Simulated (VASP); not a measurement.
The system is TbPIr2.

```
CELL_PARAMETERS angstrom
2.13348 -2.30280 0.00000
2.13348 2.30280 0.00000
0.00000 0.00000 8.70429
ATOMIC_POSITIONS crystal
Tb 0.50000 0.50000 0.00000
P 0.50000 0.50000 0.50000
Ir 0.50000 0.50000 0.28039
Ir 0.50000 0.50000 0.71961
```

The cell was generated, and may not be a known phase.

- Program: VASP 6.6.1
- Task: relaxation of cell and atoms
- Functional: PBE
- Potentials or basis: VASP PAW PBE potentials, release 64 (Tb_3, P, Ir), 4f in core
- Cutoff: 500 eV
- k mesh: 6 × 6 × 2
- Occupations: gaussian, width 0.1 eV
- Spin: no spin polarisation

At the start: pressure 19.4 GPa; volume 21.38 Å³/atom.

Question: Where does the relaxation end?

Answer: Over 25 steps the energy falls by 689.9 meV/atom and the volume is 19.91 Å³/atom (-6.9 %); space group Cmmm (No. 65, to 0.1 Å) before, P4/mmm (No. 123, to 0.1 Å).

The path:
```tsv
step	energy change (eV)	largest force (eV/Å)	pressure (GPa)	volume (Å³)
1	0.0000	5.1923	19.38	85.53
2	1.7112	0.3395	-17.77	112.50
3	0.9441	0.0235	-18.54	107.93
4	0.0895	0.5061	-18.35	103.57
5	-1.6649	1.9713	-13.24	95.04
6	-1.9063	1.3265	-4.49	90.41
7	-1.9423	1.7671	-8.03	91.91
8	-1.9455	1.6964	-7.34	91.59
9	-2.6840	0.8156	-3.38	81.59
10	-2.7235	0.5953	-1.32	79.36
11	-2.7237	0.5691	-1.05	79.12
12	-2.7164	0.2298	3.74	77.63
13	-2.7416	0.2508	1.02	78.42
14	-2.7505	0.0953	0.20	79.29
15	-2.7516	0.0115	-0.20	79.76
16	-2.7535	0.0005	-0.24	79.67
17	-2.7536	0.0043	-0.25	79.65
18	-2.7548	0.0601	0.18	79.43
19	-2.7552	0.1068	0.54	79.25
20	-2.7563	0.1023	0.49	79.30
21	-2.7588	0.0885	0.35	79.43
22	-2.7579	0.0585	0.04	79.67
23	-2.7594	0.0763	0.23	79.53
24	-2.7596	0.0138	-0.16	79.69
25	-2.7596	0.0317	-0.05	79.65
```

Final structure:
```
CELL_PARAMETERS angstrom
2.01807 -2.01659 0.00000
2.01807 2.01659 0.00000
0.00000 0.00000 9.78531
ATOMIC_POSITIONS crystal
Tb 0.50000 0.50000 0.00000
P 0.50000 0.50000 0.50000
Ir 0.50000 0.50000 0.27994
Ir 0.50000 0.50000 0.72006
```

Caveat: the k points lie up to 0.37 Å⁻¹ apart in the final cell, too coarse for converged energies and pressures of a metal.
